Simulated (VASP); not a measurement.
A run of VASP 6.6.1:

The input POSCAR:

```
PbO
1.0
    3.9085485738      0.0000000000      0.0000000000
    0.0000000000      3.9085485738      0.0000000000
    0.0000000000      0.0000000000      4.9077264047
Pb O
2 2
Direct
    0.0000000000      0.5000000000      0.2400000000
    0.5000000000      0.0000000000      0.7600000000
    0.0000000000      0.0000000000      0.0000000000
    0.5000000000      0.5000000000      0.0000000000
```

INCAR.step1

```
PREC = Accurate
ENCUT = 520
ISMEAR = 0
SIGMA = 0.01
LREAL = False
LASPH = True
NELM = 100
NBANDS = 28
GGA = PE
ALGO = Normal
EDIFF = 1E-4
LWAVE = True
LCHARG = False
```

INCAR.step2

```
PREC = Accurate
ENCUT = 520
EDIFF = 1E-6
ISMEAR = 0
SIGMA = 0.01
LREAL = False
LASPH = True
NELM = 100
ALGO = Normal
ISIF = 2
LWAVE = False
LCHARG = True
METAGGA = R2SCAN
LMIXTAU = True
LELF = True
LVHAR = True
NBANDS = 28
ISTART = 1
```

KPOINTS

```
Automatic mesh
0
Gamma
  4 4 4
```

Potentials or basis: VASP PAW PBE potentials, release 64 (Pb_d, O).

The run is started by

```bash
$ cat potpaw_PBE.64/Pb_d/POTCAR potpaw_PBE.64/O/POTCAR > POTCAR
$ cp INCAR.step1 INCAR
$ mpirun -np 1 vasp_std > vasp.out
$ cp INCAR.step2 INCAR
$ mpirun -np 1 vasp_std > vasp.out
```

Hardware: 1 thread of Intel Xeon 8259CL, with other jobs on the host.

**Question.** Estimate the wall time of this run.

**Answer.** Run time: 3.4 min on 1 thread of Intel Xeon 8259CL, with other jobs on the host, peak memory 0.2 GiB. Counts: k points 18.
